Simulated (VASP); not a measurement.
# Hf2TiB2 (P-3m1) in VASP: a series of runs

The runs below take Hf2TiB2 through single point, relaxation of cell and atoms, with PBE.

All numbers are computed with VASP 6.6.1; they aren't measurements. Logs are shortened: lines on timing, memory, paths and dates and some standing lists are left out, and cuts for length are marked.

### 1 The cell of the first run

Symmetry: P-3m1, No. 164, trigonal system. Conventional cell: a = 3.772 Å, b = 3.772 Å, c = 6.215 Å, α = 90.00°, β = 90.00°, γ = 120.00°. Within 3.0 Å of Hf (site symmetry 3m) lie 4 B at 2.24 to 2.30 Å and 3 Hf at 2.64 Å. Within 3.6 Å of Ti (site symmetry -3m) lie 6 B at 2.71 Å and 6 Hf at 3.21 Å. B (site symmetry 3m) has 4 Hf at 2.24 to 2.30 Å and 3 Ti at 2.71 Å within 3.0 Å.

The cell was built from a structure type or drawn by symmetry, and may not be a known phase.

### 2 Single point, PBE

File INCAR:

```
PREC = Accurate
ENCUT = 520
EDIFF = 1E-7
ISMEAR = 0
SIGMA = 0.1
LREAL = F
LASPH = T
NELM = 80
ALGO = Normal
ISIF = 2
LWAVE = F
LCHARG = F
GGA = PE
NBANDS = 27
```

File KPOINTS:

```
Automatic mesh
0
Gamma
  6 6 4
```

File POSCAR:

```
Hf2TiB2
1.0
    3.7715246200      0.0000000000      0.0000000000
   -1.8857623100      3.2662361300      0.0000000000
    0.0000000000      0.0000000000      6.2150730700
Hf Ti B
2 1 2
Direct
    0.3333333300      0.6666666700      0.6200000000
    0.6666666700      0.3333333300      0.3800000000
    0.0000000000      0.0000000000      0.0000000000
    0.3333333300      0.6666666700      0.2599999900
    0.6666666700      0.3333333300      0.7400000100
```

Potentials or basis: VASP PAW PBE potentials, release 64 (Hf_pv, Ti_sv, B).

On the command line:

```sh
cat potpaw_PBE.64/Hf_pv/POTCAR potpaw_PBE.64/Ti_sv/POTCAR potpaw_PBE.64/B/POTCAR > POTCAR
mpirun -np 1 vasp_std > vasp.out
```

OUTCAR:

```text
PREC = Accurate
   ENCUT = 520
   EDIFF = 1E-7
   ISMEAR = 0
   LREAL = F
   LASPH = T
   NELM = 80
   ISIF = 2
   GGA = PE

 ion  position               nearest neighbor table
   1  0.333  0.667  0.620-   4 2.24   5 2.30   5 2.30   5 2.30   2 2.64   2 2.64   2 2.64   3 3.21
                             3 3.21   3 3.21
   2  0.667  0.333  0.380-   5 2.24   4 2.30   4 2.30   4 2.30   1 2.64   1 2.64   1 2.64   3 3.21
                             3 3.21   3 3.21
   3  0.000  0.000  0.000-   1 3.21   2 3.21   1 3.21   2 3.21   2 3.21   1 3.21
   4  0.333  0.667  0.260-   1 2.24   2 2.30   2 2.30   2 2.30
   5  0.667  0.333  0.740-   2 2.24   1 2.30   1 2.30   1 2.30

  LATTYP: Found a hexagonal cell.
 ALAT       =     3.7715246200
 C/A-ratio  =     1.6478940737

  Lattice vectors:

 A1 = (   3.7715246200,   0.0000000000,   0.0000000000)
 A2 = (  -1.8857623100,   3.2662361300,   0.0000000000)
 A3 = (   0.0000000000,   0.0000000000,   6.2150730700)

Analysis of symmetry for initial positions (statically):
=====================================================================
 Subroutine PRICEL returns:
 Original cell was already a primitive cell.

 Routine SETGRP: Setting up the symmetry group for a
 hexagonal supercell.

 Subroutine GETGRP returns: Found 12 space group operations
 (whereof 12 operations were pure point group operations)
 out of a pool of 24 trial point group operations.

The static configuration has the point symmetry D_3d.

Analysis of symmetry for dynamics (positions and initial velocities):
=====================================================================
 Subroutine PRICEL returns:
 Original cell was already a primitive cell.

 Routine SETGRP: Setting up the symmetry group for a
 hexagonal supercell.

 Subroutine GETGRP returns: Found 12 space group operations
 (whereof 12 operations were pure point group operations)
 out of a pool of 24 trial point group operations.

The dynamic configuration has the point symmetry D_3d.

 Subroutine INISYM returns: Found 12 space group operations
 (whereof 12 operations are pure point group operations),
 and found     1 'primitive' translations

----------------------------------------------------------------------------------------

                                     Primitive cell

  volume of cell :      76.5616

  direct lattice vectors                    reciprocal lattice vectors
     3.771524620  0.000000000  0.000000000     0.265144763  0.153081400  0.000000000
    -1.885762310  3.266236130  0.000000000     0.000000000  0.306162800  0.000000000
     0.000000000  0.000000000  6.215073070     0.000000000  0.000000000  0.160899154

  length of vectors
     3.771524620  3.771524618  6.215073070     0.306162800  0.306162800  0.160899154

  position of ions in fractional coordinates (direct lattice)
     0.333333330  0.666666670  0.620000000
     0.666666670  0.333333330  0.380000000
     0.000000000  0.000000000  0.000000000
     0.333333330  0.666666670  0.259999990
     0.666666670  0.333333330  0.740000010

  ion indices of the primitive-cell ions
   primitive index   ion index
                 1           1
                 2           2
                 3           3
                 4           4
                 5           5

----------------------------------------------------------------------------------------

 KPOINTS: Automatic mesh

Automatic generation of k-mesh.
 Grid dimensions read from file:
 generate k-points for:    6    6    4

 Generating k-lattice:

  Cartesian coordinates                     Fractional coordinates (reciprocal lattice)
     0.044190794  0.025513567  0.000000000     0.166666667  0.000000000  0.000000000
     0.000000000  0.051027133  0.000000000     0.000000000  0.166666667  0.000000000
     0.000000000  0.000000000  0.040224789     0.000000000  0.000000000  0.250000000

  Length of vectors
     0.051027133  0.051027133  0.040224789

  Shift w.r.t. Gamma in fractional coordinates (k-lattice)
     0.000000000  0.000000000  0.000000000

 Subroutine IBZKPT returns following result:
 ===========================================

 Found     24 irreducible k-points:

 Following reciprocal coordinates:
            Coordinates               Weight
  0.000000  0.000000  0.000000      1.000000
  0.166667  0.000000  0.000000      6.000000
  0.333333  0.000000  0.000000      6.000000
  0.500000  0.000000  0.000000      3.000000
  0.166667  0.166667  0.000000      6.000000
  0.333333  0.166667  0.000000     12.000000
[... 16 lines left out ...]
  0.333333  0.166667  0.500000     12.000000
  0.333333  0.333333  0.500000      2.000000
   k-points           NKPTS =     24   k-points in BZ     NKDIM =     24   number of bands    NBANDS=     27
   number of dos      NEDOS =    301   number of ions     NIONS =      5
   total plane-waves  NPLWV =  37632
   dimension x,y,z NGX =    28 NGY =   28 NGZ =   48
   dimension x,y,z NGXF=    56 NGYF=   56 NGZF=   96
   ions per type =               2   1   2
   NGX,Y,Z   is equivalent  to a cutoff of  12.34, 12.34, 12.84 a.u.
   NGXF,Y,Z  is equivalent  to a cutoff of  24.68, 24.68, 25.68 a.u.
 SYSTEM =  unknown system
   PREC   = accura    normal or accurate (medium, high low for compatibility)
   ISTART =      0    job   : 0-new  1-cont  2-samecut
   ICHARG =      2    charge: 1-file 2-atom 10-const
   ISPIN  =      1    spin polarized calculation?
   LNONCOLLINEAR =      F non collinear calculations
   LSORBIT =      F    spin-orbit coupling
   LASPH  =      T    aspherical Exc in radial PAW
   ENCUT  =  520.0 eV  38.22 Ry    6.18 a.u.   7.01  7.01 11.56*2*pi/ulx,y,z
   NELM   =     80;   NELMIN=  2; NELMDL= -5     # of ELM steps
   EDIFF  = 0.1E-06   stopping-criterion for ELM
   LREAL  =      F    real-space projection
   EDIFFG = 0.1E-05   stopping-criterion for IOM
   NSW    =      0    number of steps for IOM
   IBRION =     -1    ionic relax: 0-MD 1-quasi-New 2-CG
   NFREE  =      0    steps in history (QN), initial steepest desc. (CG)
   ISIF   =      2    stress and relaxation
   ISYM   =      2    0-nonsym 1-usesym 2-fastsym
   POTIM  = 0.5000    time-step for ionic-motion
   TEBEG  =    0.0;   TEEND  =   0.0 temperature during run
   PSTRESS=    0.0 pullay stress
   NELECT =      38.0000    total number of electrons
   NUPDOWN=      -1.0000    fix difference up-down
   EMIN   =  10.00;   EMAX   =-10.00  energy-range for DOS
   EFERMI =   0.00;   METHOD = LEGACY
   ISMEAR =     0;   SIGMA  =   0.10  broadening in eV -4-tet -1-fermi 0-gaus
   EFERMI_NEDOS =   21; number of points for ismear=-14 and -15
   IALGO  =     38    algorithm
   IMIX   =      4    mixing-type and parameters
     AMIX     =   0.40;   BMIX     =  1.00
     AMIX_MAG =   1.60;   BMIX_MAG =  1.00
  volume/ion in A,a.u.               =      15.31       103.33
  Fermi-wavevector in a.u.,A,eV,Ry     =   1.296181  2.449428 22.858960  1.680086
  Thomas-Fermi vector in A             =   2.427654
   LORBIT       =      0    0 simple, 1 ext, 2 COOP (PROOUT), +10 PAW based schemes
   GGA     = PE    functional components
   LHFCALC =     F    Hartree Fock is set to
   AEXX    =    0.0000 exact exchange contribution
   IVDW    =     0    specifies the selected vdW correction
   LEPSILON=     F    determine dielectric tensor
   LRPA    =     F    only Hartree local field effects (RPA)
 non-spin polarized calculation
 Gauss-broadening in eV      SIGMA  =   0.10
  energy-cutoff  :      520.00
  volume of cell :       76.56
 maximum number of plane-waves:      2073
   NGX = 13   NGY = 13   NGZ = 23

 number of electron      37.9999994 magnetization

 Free energy of the ion-electron system (eV)
  ---------------------------------------------------
  ext. energy  EPLUGINS =         0.00000000
  ---------------------------------------------------
  free energy    TOTEN  =       -39.23478915 eV

  energy without entropy =      -39.21238182  energy(sigma->0) =      -39.22358548

 E-fermi :   5.3687     XC(G=0): -11.3229

 val. band max:        5.3629982043   @ k =   0.1667   0.0000   0.2500
 cond. band min:       5.3688157314   @ k =   0.1667   0.1667   0.5000
 fundamental gap:      0.0058175271
 Fermi energy:         5.3687315889

 k-point     1 :       0.0000    0.0000    0.0000
  band No.  band energies     occupation
      1     -51.9392      2.00000
      2     -28.1540      2.00000
      3     -28.1274      2.00000
      4     -28.1274      2.00000
      5     -24.8996      2.00000
      6     -24.8996      2.00000
[... 19 lines left out ...]
     26       8.7197      0.00000
     27      10.5089      0.00000

 k-point     2 :       0.1667    0.0000    0.0000
  band No.  band energies     occupation
      1     -51.9386      2.00000
      2     -28.1527      2.00000
      3     -28.1361      2.00000
      4     -28.1296      2.00000
      5     -25.0139      2.00000
      6     -24.9455      2.00000
[... 19 lines left out ...]
     26       9.0777      0.00000
     27      10.2876      0.00000

 k-point     3 :       0.3333    0.0000    0.0000
  band No.  band energies     occupation
      1     -51.9374      2.00000
      2     -28.1533      2.00000
      3     -28.1499      2.00000
      4     -28.1340      2.00000
      5     -25.1923      2.00000
      6     -25.0418      2.00000
[... 19 lines left out ...]
     26       8.8681      0.00000
     27       9.3406      0.00000

 k-point     4 :       0.5000    0.0000    0.0000
  band No.  band energies     occupation
      1     -51.9368      2.00000
      2     -28.1617      2.00000
      3     -28.1484      2.00000
      4     -28.1362      2.00000
      5     -25.2684      2.00000
      6     -25.0886      2.00000
[... 19 lines left out ...]
     26       8.3256      0.00000
     27       8.7006      0.00000
[... 516 lines left out ...]
      4     -28.1345      2.00000
      5     -25.1202      2.00000
      6     -25.0752      2.00000
[... 19 lines left out ...]
     26       8.9107      0.00000
     27       9.3599      0.00000

 k-point    23 :       0.3333    0.1667    0.5000
  band No.  band energies     occupation
      1     -51.9368      2.00000
      2     -28.1577      2.00000
      3     -28.1484      2.00000
      4     -28.1405      2.00000
      5     -25.2225      2.00000
      6     -25.1270      2.00000
[... 19 lines left out ...]
     26       8.8286      0.00000
     27       9.0700      0.00000

 k-point    24 :       0.3333    0.3333    0.5000
  band No.  band energies     occupation
      1     -51.9365      2.00000
      2     -28.1519      2.00000
      3     -28.1519      2.00000
      4     -28.1480      2.00000
      5     -25.1761      2.00000
      6     -25.1642      2.00000
[... 19 lines left out ...]
     26       9.2233      0.00000
     27       9.7605      0.00000

------------------------ aborting loop because EDIFF is reached ----------------------------------------

  FORCE on cell =-STRESS in cart. coord.  units (eV):
  Direction    XX          YY          ZZ          XY          YZ          ZX
  --------------------------------------------------------------------------------------
  -------------------------------------------------------------------------------------
  Total        2.8962444      2.8962444      9.5390842     -0.0000000     -0.0000000      0.0000000
  in kB       60.6087075     60.6087074    199.6211249     -0.0000000     -0.0000000      0.0000000
  external PRESSURE =     106.9461799 kB  Pullay stress =       0.0000000 kB

 VOLUME and BASIS-vectors are now :
 -----------------------------------------------------------------------------
  energy-cutoff  :      520.00
  volume of cell :       76.56
      direct lattice vectors                 reciprocal lattice vectors
     3.771524620  0.000000000  0.000000000     0.265144763  0.153081400  0.000000000
    -1.885762310  3.266236130  0.000000000     0.000000000  0.306162800  0.000000000
     0.000000000  0.000000000  6.215073070     0.000000000  0.000000000  0.160899154

 POSITION                                       TOTAL-FORCE (eV/Angst)
 -----------------------------------------------------------------------------------
     -0.00000      2.17749      3.85335         0.000000      0.000000      6.269870
      1.88576      1.08875      2.36173        -0.000000     -0.000000     -6.269870
      0.00000      0.00000      0.00000        -0.000000      0.000000      0.000000
     -0.00000      2.17749      1.61592        -0.000000     -0.000000     -3.553734
      1.88576      1.08875      4.59915         0.000000      0.000000      3.553734
 -----------------------------------------------------------------------------------
    total drift:                                0.000000      0.000000      0.000000

  FREE ENERGIE OF THE ION-ELECTRON SYSTEM (eV)
  ---------------------------------------------------
  free  energy   TOTEN  =       -39.2347891471 eV

  energy  without entropy=      -39.2123818174  energy(sigma->0) =      -39.22358548
```

Run time: 2 min. Hardware: 1 thread of Intel Xeon Platinum 8488C (Sapphire Rapids), shared host; peak memory 0.21 GiB.

Results:

* Free energy: -39.2348 eV
* Pressure: 10.7 GPa
* Largest force: 6.270 eV/Å
* Band gap on the k mesh: zero (bands 19 and 20 overlap by 0.77 eV)

Forces in eV/Å, atoms in the order of the input:
```
Hf   0.000  0.000  6.270
Hf   0.000  0.000 -6.270
Ti   0.000  0.000  0.000
B    0.000  0.000 -3.554
B    0.000  0.000  3.554
```

Caveat: the cell stands under pressure; spin-orbit coupling is left out, which moves the levels of the heavy elements; forces of over 1 eV/Å act on the atoms, so gaps and moduli don't describe the material at rest.

### 3 Single point, PBE

This run uses another cell than the first one, of 15.28 Å³/atom.

File INCAR:

```
PREC     = Accurate       # precision mode
ENCUT    = 520            # plane-wave cutoff, eV
EDIFF    = 1E-6           # SCF threshold, eV
ISMEAR   = 0              # smearing method
SIGMA    = 0.1            # smearing width, eV
LREAL    = F              # projectors in reciprocal space
LASPH    = T              # aspherical terms in the spheres
NELM     = 100            # most SCF steps
ALGO     = Normal         # electronic algorithm
ISIF     = 2              # what is computed and relaxed
LWAVE    = F              # write WAVECAR
LCHARG   = F              # write CHGCAR
GGA      = PE             # functional
NBANDS   = 27             # bands
```

File KPOINTS:

```
regular mesh
0
Gamma
  6 6 4
```

File POSCAR:

```
Hf2TiB2
1.0
    3.3679930240      0.0000000000      0.0000000000
   -1.6839965120      2.9167675186      0.0000000000
    0.0000000000      0.0000000000      7.7755787023
Hf Ti B
2 1 2
Direct
    0.3333333333      0.6666666667      0.6727590854
    0.6666666667      0.3333333333      0.3272409146
    0.0000000000      0.0000000000      0.0000000000
    0.3333333333      0.6666666667      0.1635653714
    0.6666666667      0.3333333333      0.8364346286
```

Potentials or basis: VASP PAW PBE potentials, release 64 (Hf_pv, Ti_sv, B).

On the command line:

```sh
cat potpaw_PBE.64/Hf_pv/POTCAR potpaw_PBE.64/Ti_sv/POTCAR potpaw_PBE.64/B/POTCAR > POTCAR
mpirun -np 1 vasp_std > vasp.out
```

Wall time 75 s (1 thread of Intel Xeon Platinum 8488C (Sapphire Rapids), shared host); peak memory 0.23 GiB.

Results (log left out):

- Free energy: -42.6993 eV
- Pressure: -0.2 GPa
- Largest force: 0.023 eV/Å
- Band gap on the k mesh: zero (bands 19 and 20 overlap by 0.60 eV)

Forces in eV/Å, atoms in the order of the input:
```
Hf   0.000  0.000  0.023
Hf   0.000  0.000 -0.023
Ti   0.000  0.000  0.000
B    0.000  0.000  0.006
B    0.000  0.000 -0.006
```

Levels at points of the mesh, in eV from the Fermi level:
```csv
k point,band 17,band 18,band 19,band 20,band 21,band 22
"(0.00, 0.00, 0.00)",-0.72,-0.06,-0.06,1.11,1.11,1.78
"(0.50, 0.00, 0.00)",-1.11,-1.00,-0.68,-0.22,0.98,2.92
"(0.00, 0.00, 0.50)",0.30,0.30,0.38,1.12,1.34,1.34
"(0.50, 0.00, 0.50)",-0.98,-0.97,-0.73,0.16,0.77,2.68
```

Caveat: spin-orbit coupling is left out, which moves the levels of the heavy elements.

### 4 Single point, PBE, collinear spin

This run uses another cell than the first one, of 15.28 Å³/atom.

File INCAR:

```
SYSTEM = Hf2TiB2
ALGO = Normal
EDIFF = 1E-6
ENCUT = 520
GGA = PE
ISIF = 2
ISMEAR = 0
ISPIN = 2
LASPH = .TRUE.
LCHARG = .FALSE.
LMAXMIX = 4
LORBIT = 11
LREAL = .FALSE.
LWAVE = .FALSE.
MAGMOM = 0 0 1 0 0
NBANDS = 31
NELM = 150
PREC = Accurate
SIGMA = 0.1
```

File KPOINTS:

```
k-points
0
G
  6 6 2
  0 0 0
```

POSCAR is that of step 3.

On the command line:

```sh
cat potpaw_PBE.64/Hf_pv/POTCAR potpaw_PBE.64/Ti_sv/POTCAR potpaw_PBE.64/B/POTCAR > POTCAR
mpirun -np 1 vasp_std > vasp.out
```

It took 81 s on 1 thread of Intel Xeon Platinum 8488C (Sapphire Rapids), shared host; peak memory 0.26 GiB.

It converged, with:

```yaml
Free_energy: -42.7048 eV
Pressure: 0.0 GPa
Largest_force: 0.096 eV/Å
Band_gap_on_the_k_mesh: zero (filled and empty bands overlap)
Net_moment: 0.00 μB per cell
Valence_electrons_inside_the_program's_atomic_spheres: Hf 8.41; Ti 10.26; B 1.87
```

Forces on the atoms (eV/Å):
```
Hf   0.000  0.000  0.096
Hf   0.000  0.000 -0.096
Ti   0.000  0.000  0.000
B    0.000  0.000  0.033
B    0.000  0.000 -0.033
```

Stress tensor (GPa, compression positive):
```
 0.76  0.00  0.00
 0.00  0.76  0.00
 0.00  0.00 -1.65
```

Levels at points of the mesh, in eV from the Fermi level:
Spin up:
```csv
k point,band 17,band 18,band 19,band 20,band 21,band 22
"(0.00, 0.00, 0.00)",-0.76,-0.08,-0.08,1.08,1.08,1.75
"(0.50, 0.00, 0.00)",-1.14,-1.02,-0.72,-0.25,0.94,2.89
"(0.00, 0.00, 0.50)",0.28,0.28,0.34,1.09,1.31,1.31
"(0.50, 0.00, 0.50)",-1.02,-1.01,-0.76,0.14,0.73,2.64
```
Spin down:
```tsv
k point	band 15	band 16	band 17	band 18	band 19	band 20	band 21	band 22	band 23	band 24
(0.00, 0.00, 0.00)	-1.19	-1.19	-0.76	-0.08	-0.08	1.08	1.08	1.75	2.68	2.68
(0.50, 0.00, 0.00)	-1.59	-1.35	-1.14	-1.02	-0.72	-0.25	0.94	2.89	3.23	3.78
(0.00, 0.00, 0.50)	-1.32	-1.32	0.28	0.28	0.34	1.09	1.31	1.31	2.24	2.24
(0.50, 0.00, 0.50)	-1.92	-1.19	-1.02	-1.01	-0.76	0.14	0.73	2.64	2.89	3.15
```

Caveat: the k points lie up to 0.40 Å⁻¹ apart, too coarse for converged energies and pressures of a metal; spin-orbit coupling is left out, which moves the levels of the heavy elements.

(Continued in part 2 of 2.)
